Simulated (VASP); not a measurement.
# ZnS (zinc blende type) (F-43m) in VASP: notebook, part 2 of 2

VASP 6.6.1. Earlier steps stand in the parts before.

## Step 4: Single point, HSE06

This run uses another cell than the first one, of 20.44 Å³/atom.

Input file POSCAR:

```
ZnS
1.0
    0.0000000000      2.7340532227      2.7340532227
    2.7340532227      0.0000000000      2.7340532227
    2.7340532227      2.7340532227      0.0000000000
Zn S
1 1
Direct
    0.0000000000      0.0000000000      0.0000000000
    0.2500000000      0.2500000000      0.2500000000
```

Input file INCAR.step1:

```
SYSTEM = ZnS
ALGO     = Normal         ! electronic algorithm
EDIFF    = 1E-5           ! SCF threshold, eV
ENCUT    = 520            ! plane-wave cutoff, eV
GGA      = PE             ! functional
ISIF     = 2              ! what is computed and relaxed
ISMEAR   = -1             ! smearing method
LASPH    = .True.         ! aspherical terms in the spheres
LREAL    = .False.        ! projectors in reciprocal space
LWAVE    = .True.         ! write WAVECAR
NBANDS   = 16             ! bands
NELM     = 80             ! most SCF steps
PREC     = Accurate       ! precision mode
SIGMA    = 0.05           ! smearing width, eV
```

Input file INCAR.step2:

```
SYSTEM = ZnS
ALGO     = Normal         ! electronic algorithm
EDIFF    = 1E-6           ! SCF threshold, eV
ENCUT    = 520            ! plane-wave cutoff, eV
GGA      = PE             ! functional
HFSCREEN = 0.2079         ! screening, 1/A
ISIF     = 2              ! what is computed and relaxed
ISMEAR   = -1             ! smearing method
ISTART   = 1            
LASPH    = .True.         ! aspherical terms in the spheres
LCHARG   = .True.         ! write CHGCAR
LELF     = .True.         ! ELF
LHFCALC  = .True.         ! exact exchange
LREAL    = .False.        ! projectors in reciprocal space
LVHAR    = .True.       
LWAVE    = .False.        ! write WAVECAR
NBANDS   = 16             ! bands
NELM     = 80             ! most SCF steps
PREC     = Accurate       ! precision mode
PRECFOCK = Normal       
SIGMA    = 0.05           ! smearing width, eV
```

Input file KPOINTS:

```
k-points
0
Gamma
  4 4 4
  0 0 0
```

Potentials or basis: VASP PAW PBE potentials, release 64 (Zn, S).

Launch:

```
cat potpaw_PBE.64/Zn/POTCAR potpaw_PBE.64/S/POTCAR > POTCAR
cp INCAR.step1 INCAR
mpirun -np 1 vasp_std > vasp.out
cp INCAR.step2 INCAR
mpirun -np 1 vasp_std > vasp.out
```

OUTCAR:

```text
SYSTEM = ZnS
   EDIFF = 1E-6
   ENCUT = 520
   GGA = PE
   HFSCREEN = 0.2079
   ISIF = 2
   ISMEAR = -1
   ISTART = 1
   LASPH = .True.
   LHFCALC = .True.
   LREAL = .False.
   NELM = 80
   PREC = Accurate
   PRECFOCK = Normal

 ion  position               nearest neighbor table
   1  0.000  0.000  0.000-   2 2.37   2 2.37   2 2.37   2 2.37
   2  0.250  0.250  0.250-   1 2.37   1 2.37   1 2.37   1 2.37

  LATTYP: Found a face centered cubic cell.
 ALAT       =     5.4681064454

  Lattice vectors:

 A1 = (   0.0000000000,   2.7340532227,   2.7340532227)
 A2 = (   2.7340532227,   0.0000000000,   2.7340532227)
 A3 = (   2.7340532227,   2.7340532227,   0.0000000000)

Analysis of symmetry for initial positions (statically):
=====================================================================
 Subroutine PRICEL returns:
 Original cell was already a primitive cell.

 Routine SETGRP: Setting up the symmetry group for a
 face centered cubic supercell.

 Subroutine GETGRP returns: Found 24 space group operations
 (whereof 24 operations were pure point group operations)
 out of a pool of 48 trial point group operations.

The static configuration has the point symmetry T_d .

Analysis of symmetry for dynamics (positions and initial velocities):
=====================================================================
 Subroutine PRICEL returns:
 Original cell was already a primitive cell.

 Routine SETGRP: Setting up the symmetry group for a
 face centered cubic supercell.

 Subroutine GETGRP returns: Found 24 space group operations
 (whereof 24 operations were pure point group operations)
 out of a pool of 48 trial point group operations.

The dynamic configuration has the point symmetry T_d .

 Subroutine INISYM returns: Found 24 space group operations
 (whereof 24 operations are pure point group operations),
 and found     1 'primitive' translations

----------------------------------------------------------------------------------------

                                     Primitive cell

  volume of cell :      40.8744

  direct lattice vectors                    reciprocal lattice vectors
     0.000000000  2.734053223  2.734053223    -0.182878664  0.182878664  0.182878664
     2.734053223  0.000000000  2.734053223     0.182878664 -0.182878664  0.182878664
     2.734053223  2.734053223  0.000000000     0.182878664  0.182878664 -0.182878664

  length of vectors
     3.866535148  3.866535148  3.866535148     0.316755137  0.316755137  0.316755137

  position of ions in fractional coordinates (direct lattice)
     0.000000000  0.000000000  0.000000000
     0.250000000  0.250000000  0.250000000

  ion indices of the primitive-cell ions
   primitive index   ion index
                 1           1
                 2           2

----------------------------------------------------------------------------------------

 KPOINTS: k-points

Automatic generation of k-mesh.
 Grid dimensions read from file:
 generate k-points for:    4    4    4
[... 21 lines left out ...]
  0.000000  0.000000  0.000000      1.000000
  0.250000  0.000000  0.000000      8.000000
  0.500000  0.000000  0.000000      4.000000
  0.250000  0.250000  0.000000      6.000000
  0.500000  0.250000  0.000000     24.000000
 -0.250000  0.250000  0.000000     12.000000
  0.500000  0.500000  0.000000      3.000000
 -0.250000  0.500000  0.250000      6.000000
   k-points           NKPTS =      8   k-points in BZ     NKDIM =     64   number of bands    NBANDS=     16
   number of dos      NEDOS =    301   number of ions     NIONS =      2
   total plane-waves  NPLWV =  27000
   dimension x,y,z NGX =    30 NGY =   30 NGZ =   30
   dimension x,y,z NGXF=    60 NGYF=   60 NGZF=   60
   ions per type =               1   1
   NGX,Y,Z   is equivalent  to a cutoff of  12.90, 12.90, 12.90 a.u.
   NGXF,Y,Z  is equivalent  to a cutoff of  25.80, 25.80, 25.80 a.u.
 SYSTEM =  ZnS
   PREC   = accura    normal or accurate (medium, high low for compatibility)
   ISTART =      1    job   : 0-new  1-cont  2-samecut
   ICHARG =      0    charge: 1-file 2-atom 10-const
   ISPIN  =      1    spin polarized calculation?
   LNONCOLLINEAR =      F non collinear calculations
   LSORBIT =      F    spin-orbit coupling
   LASPH  =      T    aspherical Exc in radial PAW
   ENCUT  =  520.0 eV  38.22 Ry    6.18 a.u.   7.19  7.19  7.19*2*pi/ulx,y,z
   NELM   =     80;   NELMIN=  2; NELMDL=  0     # of ELM steps
   EDIFF  = 0.1E-05   stopping-criterion for ELM
   LREAL  =      F    real-space projection
   EDIFFG = 0.1E-04   stopping-criterion for IOM
   NSW    =      0    number of steps for IOM
   IBRION =     -1    ionic relax: 0-MD 1-quasi-New 2-CG
   NFREE  =      0    steps in history (QN), initial steepest desc. (CG)
   ISIF   =      2    stress and relaxation
   ISYM   =      3    0-nonsym 1-usesym 2-fastsym
   POTIM  = 0.5000    time-step for ionic-motion
   TEBEG  =    0.0;   TEEND  =   0.0 temperature during run
   PSTRESS=    0.0 pullay stress
   NELECT =      18.0000    total number of electrons
   NUPDOWN=      -1.0000    fix difference up-down
   EMIN   =  10.00;   EMAX   =-10.00  energy-range for DOS
   EFERMI =   0.00;   METHOD = LEGACY
   ISMEAR =    -1;   SIGMA  =   0.05  broadening in eV -4-tet -1-fermi 0-gaus
   EFERMI_NEDOS =   21; number of points for ismear=-14 and -15
   IALGO  =     38    algorithm
   IMIX   =      1    mixing-type and parameters
     AMIX     =   0.40;   BMIX     =  1.00
     AMIX_MAG =   1.60;   BMIX_MAG =  1.00
  volume/ion in A,a.u.               =      20.44       137.92
  Fermi-wavevector in a.u.,A,eV,Ry     =   1.245514  2.353681 21.106796  1.551306
  Thomas-Fermi vector in A             =   2.379733
   LORBIT       =      0    0 simple, 1 ext, 2 COOP (PROOUT), +10 PAW based schemes
   GGA     = PE    functional components
   LHFCALC =     T    Hartree Fock is set to
   PRECFOCK=normal    Normal, Fast or Accurate (Low or Medium for compatibility)
   ENCUT4O =  -1.0   cutoff for four orbital integrals eV
   NKREDX  =     1    reduce k-point grid by
   NKREDY  =     1    reduce k-point grid by
   NKREDZ  =     1    reduce k-point grid by
   AEXX    =    0.2500 exact exchange contribution
   HFSCREEN=    0.2079 screening length (either q_TF or 0.3 A-1)
   HFSCREENC=   0.2079 screening length for correlation (either q_TF or 0.3 A-1)
   ENCUTFOCK=  -1.0 apply spherical cutoff to Coloumb kernel
   IVDW    =     0    specifies the selected vdW correction
   LEPSILON=     F    determine dielectric tensor
   LRPA    =     F    only Hartree local field effects (RPA)
 non-spin polarized calculation
  energy-cutoff  :      520.00
  volume of cell :       40.87
 maximum number of plane-waves:      1124
 NGX is ok and might be reduce to    30
  NGX = 24; NGY = 24; NGZ = 24

 number of electron      18.0000002 magnetization

 Free energy of the ion-electron system (eV)
  ---------------------------------------------------
  ext. energy  EPLUGINS =         0.00000000
  ---------------------------------------------------
  free energy    TOTEN  =        -8.33562783 eV

  energy without entropy =       -8.33562783  energy(sigma->0) =       -8.33562783

 E-fermi :   2.1549     XC(G=0):  -7.8353

 val. band max:        1.0779496700   @ k =   0.0000   0.0000   0.0000
 cond. band min:       4.2507853539   @ k =   0.0000   0.0000   0.0000
 fundamental gap:      3.1728356839
 Fermi energy:         2.1549126690

 k-point     1 :       0.0000    0.0000    0.0000
  band No.  band energies     occupation
      1     -12.9817      2.00000
      2      -6.6676      2.00000
      3      -6.6676      2.00000
      4      -6.6676      2.00000
      5      -6.2619      2.00000
      6      -6.2619      2.00000
[... 129 lines left out ...]
      3      -6.4509      2.00000
      4      -6.3024      2.00000
      5      -6.2734      2.00000
      6      -5.8563      2.00000
[... 8 lines left out ...]
     15      16.5494      0.00000
     16      17.2578      0.00000

------------------------ aborting loop because EDIFF is reached ----------------------------------------

  FORCE on cell =-STRESS in cart. coord.  units (eV):
  Direction    XX          YY          ZZ          XY          YZ          ZX
  --------------------------------------------------------------------------------------
  -------------------------------------------------------------------------------------
  Total       -0.3702650     -0.3702650     -0.3702650      0.0000000      0.0000000     -0.0000000
  in kB      -14.5135070    -14.5135070    -14.5135070      0.0000000      0.0000000     -0.0000000
  external PRESSURE =     -14.5135070 kB  Pullay stress =       0.0000000 kB

 VOLUME and BASIS-vectors are now :
 -----------------------------------------------------------------------------
  energy-cutoff  :      520.00
  volume of cell :       40.87
      direct lattice vectors                 reciprocal lattice vectors
     0.000000000  2.734053223  2.734053223    -0.182878664  0.182878664  0.182878664
     2.734053223  0.000000000  2.734053223     0.182878664 -0.182878664  0.182878664
     2.734053223  2.734053223  0.000000000     0.182878664  0.182878664 -0.182878664

 POSITION                                       TOTAL-FORCE (eV/Angst)
 -----------------------------------------------------------------------------------
      0.00000      0.00000      0.00000        -0.000000     -0.000000     -0.000000
      1.36703      1.36703      1.36703         0.000000      0.000000      0.000000
 -----------------------------------------------------------------------------------
    total drift:                                0.000173      0.000140      0.000100

  FREE ENERGIE OF THE ION-ELECTRON SYSTEM (eV)
  ---------------------------------------------------
  free  energy   TOTEN  =        -8.3356278305 eV

  energy  without entropy=       -8.3356278304  energy(sigma->0) =       -8.33562783
```

It took 5.2 min on 1 thread of Intel Xeon Platinum 8259CL at 2.50GHz (Skylake/Cascade Lake), shared host; peak memory 0.27 GiB.

Results:

```
Free energy            : -8.3356 eV
Pressure               : -1.5 GPa
Band gap on the k mesh : 3.17 eV
```

Caveat: the k points lie up to 0.50 Å⁻¹ apart; the PAW data sets were made with another functional, which shifts forces and pressure a little.

## Step 5: Single point, HSE06

This run uses another cell than the first one, of 20.44 Å³/atom.

POSCAR is that of step 4.

Input file INCAR.step1:

```
  PREC = Accurate
  ENCUT = 520
  EDIFF = 1E-5
  ISMEAR = -1
  SIGMA = 0.05
  LREAL = F
  LASPH = T
  NELM = 80
  ALGO = Normal
  ISIF = 2
  LWAVE = T
  LCHARG = F
  GGA = PE
  NBANDS = 16
```

Input file INCAR.step2:

```
  PREC = Accurate
  ENCUT = 520
  EDIFF = 1E-6
  ISMEAR = -1
  SIGMA = 0.05
  LREAL = F
  LASPH = T
  NELM = 80
  ALGO = Normal
  ISIF = 2
  LWAVE = F
  LCHARG = F
  GGA = PE
  LHFCALC = T
  HFSCREEN = 0.2079
  PRECFOCK = Normal
  ISTART = 1
  NBANDS = 16
```

Input file KPOINTS:

```
Automatic mesh
0
Gamma
  4 4 4
```

Potentials or basis: VASP PAW PBE potentials, release 64 (Zn, S).

Launch:

```
cat potpaw_PBE.64/Zn/POTCAR potpaw_PBE.64/S/POTCAR > POTCAR
cp INCAR.step1 INCAR
mpirun -np 1 vasp_std > vasp.out
cp INCAR.step2 INCAR
mpirun -np 1 vasp_std > vasp.out
```

OUTCAR:

```text
PREC = Accurate
   ENCUT = 520
   EDIFF = 1E-6
   ISMEAR = -1
   LREAL = F
   LASPH = T
   NELM = 80
   ISIF = 2
   GGA = PE
   LHFCALC = T
   HFSCREEN = 0.2079
   PRECFOCK = Normal
   ISTART = 1

 ion  position               nearest neighbor table
   1  0.000  0.000  0.000-   2 2.37   2 2.37   2 2.37   2 2.37
   2  0.250  0.250  0.250-   1 2.37   1 2.37   1 2.37   1 2.37

  LATTYP: Found a face centered cubic cell.
[... 330 lines left out ...]
     16      17.2578      0.00000

------------------------ aborting loop because EDIFF is reached ----------------------------------------

  FORCE on cell =-STRESS in cart. coord.  units (eV):
  Direction    XX          YY          ZZ          XY          YZ          ZX
  --------------------------------------------------------------------------------------
  -------------------------------------------------------------------------------------
  Total       -0.3702650     -0.3702650     -0.3702650      0.0000000      0.0000000     -0.0000000
  in kB      -14.5135070    -14.5135070    -14.5135070      0.0000000      0.0000000     -0.0000000
  external PRESSURE =     -14.5135070 kB  Pullay stress =       0.0000000 kB

 VOLUME and BASIS-vectors are now :
 -----------------------------------------------------------------------------
  energy-cutoff  :      520.00
  volume of cell :       40.87
      direct lattice vectors                 reciprocal lattice vectors
     0.000000000  2.734053223  2.734053223    -0.182878664  0.182878664  0.182878664
     2.734053223  0.000000000  2.734053223     0.182878664 -0.182878664  0.182878664
     2.734053223  2.734053223  0.000000000     0.182878664  0.182878664 -0.182878664

 POSITION                                       TOTAL-FORCE (eV/Angst)
 -----------------------------------------------------------------------------------
      0.00000      0.00000      0.00000        -0.000000     -0.000000     -0.000000
      1.36703      1.36703      1.36703         0.000000      0.000000      0.000000
 -----------------------------------------------------------------------------------
    total drift:                                0.000173      0.000140      0.000100

  FREE ENERGIE OF THE ION-ELECTRON SYSTEM (eV)
  ---------------------------------------------------
  free  energy   TOTEN  =        -8.3356278305 eV

  energy  without entropy=       -8.3356278304  energy(sigma->0) =       -8.33562783
```

OSZICAR.step1:

```text
N       E                     dE             d eps       ncg     rms          rms(c)
DAV:   1     0.891941031528E+02    0.89194E+02   -0.90324E+03   256   0.132E+03
DAV:   2    -0.118137853968E+01   -0.90375E+02   -0.83242E+02   296   0.252E+02
DAV:   3    -0.718296261813E+01   -0.60016E+01   -0.59744E+01   320   0.632E+01
DAV:   4    -0.724896065149E+01   -0.65998E-01   -0.65985E-01   344   0.709E+00
DAV:   5    -0.724977275256E+01   -0.81210E-03   -0.81210E-03   296   0.713E-01    0.639E+00
DAV:   6    -0.682843398085E+01    0.42134E+00   -0.74796E-01   384   0.292E+01    0.503E+00
DAV:   7    -0.680715974620E+01    0.21274E-01   -0.23788E-01   280   0.428E+00    0.260E+00
DAV:   8    -0.680673081400E+01    0.42893E-03   -0.50380E-03   344   0.765E-01    0.687E-01
DAV:   9    -0.680707365372E+01   -0.34284E-03   -0.12279E-03   272   0.285E-01    0.102E-01
DAV:  10    -0.680726463315E+01   -0.19098E-03   -0.23988E-04   304   0.143E-01    0.442E-02
DAV:  11    -0.680725751468E+01    0.71185E-05   -0.41003E-05   304   0.924E-02
   1 F= -.68072575E+01 E0= -.68072575E+01  d E =-.379280E-09
```

Run time: 6.1 min. Hardware: 1 thread of Intel Xeon Platinum 8259CL at 2.50GHz (Skylake/Cascade Lake), shared host; peak memory 0.27 GiB.

What came out:

```
Free energy            : -8.3356 eV
Pressure               : -1.5 GPa
Band gap on the k mesh : 3.17 eV
```

Caveat: the k points lie up to 0.50 Å⁻¹ apart; the PAW data sets were made with another functional, which shifts forces and pressure a little.

## Step 6: Single point, HSE06

This run uses another cell than the first one, of 21.04 Å³/atom.

Input file POSCAR:

```
ZnS
1.0
    0.0000000000      2.7608593754      2.7608593754
    2.7608593754      0.0000000000      2.7608593754
    2.7608593754      2.7608593754      0.0000000000
Zn S
1 1
Direct
    0.0000000000      0.0000000000      0.0000000000
    0.2500000000      0.2500000000      0.2500000000
```

Input file INCAR.step1:

```
PREC = Accurate ; ENCUT = 520
EDIFF = 1E-5 ; ISMEAR = -1
SIGMA = 0.05 ; LREAL = F
LASPH = T ; NELM = 80
ALGO = Normal ; ISIF = 2
LWAVE = T ; LCHARG = F
GGA = PE ; NBANDS = 16
```

Input file INCAR.step2:

```
PREC = Accurate ; ENCUT = 520
EDIFF = 1E-7 ; ISMEAR = -1
SIGMA = 0.05 ; LREAL = F
LASPH = T ; NELM = 80
ALGO = Normal ; ISIF = 2
LWAVE = F ; LCHARG = F
GGA = PE ; LHFCALC = T
HFSCREEN = 0.2079 ; PRECFOCK = Normal
ISTART = 1 ; NBANDS = 16
```

Input file KPOINTS:

```
regular mesh
0
Gamma
  4 4 4
```

Potentials or basis: VASP PAW PBE potentials, release 64 (Zn, S).

Launch:

```
cat potpaw_PBE.64/Zn/POTCAR potpaw_PBE.64/S/POTCAR > POTCAR
cp INCAR.step1 INCAR
mpirun -np 1 vasp_std > vasp.out
cp INCAR.step2 INCAR
mpirun -np 1 vasp_std > vasp.out
```

Wall time 7 min (1 thread of Intel Xeon Platinum 8259CL at 2.50GHz (Skylake/Cascade Lake), shared host); peak memory 0.27 GiB.

It converged, with:

| Quantity | Value |
| --- | --- |
| Free energy | -8.3178 eV |
| Pressure | -3.3 GPa |
| Band gap on the k mesh | 3.03 eV |

Levels at points of the mesh, in eV from the valence-band top:
```
           k point  band 6  band 7  band 8  band 9  band 10  band 11  band 12  band 13
(0.00, 0.00, 0.00)   -7.29    0.00    0.00    0.00     3.03     7.70     7.70     7.70
(0.50, 0.00, 0.00)   -7.08   -5.15   -0.82   -0.82     4.40     8.19     8.19     9.95
(0.50, 0.50, 0.00)   -7.05   -4.68   -2.11   -2.11     4.51     5.24    12.06    13.21
```

Caveat: the k points lie up to 0.49 Å⁻¹ apart; the PAW data sets were made with another functional, which shifts forces and pressure a little.

## Step 7: The runs side by side

| cell | k mesh | cutoff (eV) | smearing | gap on the mesh (eV) | pressure (GPa) |
| --- | --- | --- | --- | --- | --- |
| a = 3.854 Å, angles 60.0°, 2 atoms | 6 × 6 × 6 | 520 | fermi-dirac 0.02 eV | 3.20 | -1.0 |
| a = 3.854 Å, angles 60.0°, 2 atoms | 6 × 6 × 6 | 400 | fermi-dirac 0.02 eV | 3.20 | -1.3 |
| a = 3.867 Å, angles 60.0°, 2 atoms | 4 × 4 × 4 | 520 | fermi-dirac 0.05 eV | 3.17 | -1.5 |
| a = 3.904 Å, angles 60.0°, 2 atoms | 4 × 4 × 4 | 520 | fermi-dirac 0.05 eV | 3.03 | -3.3 |

Alike in all rows: task single point; level HSE06; potentials or basis VASP PAW PBE potentials, release 64 (Zn, S); no spin polarisation.

Caveats: some runs use coarse meshes; the PAW data sets were made with another functional, which shifts forces and pressure a little.

Total energies depend on the potentials used, so only differences within one code and one set of settings carry meaning.
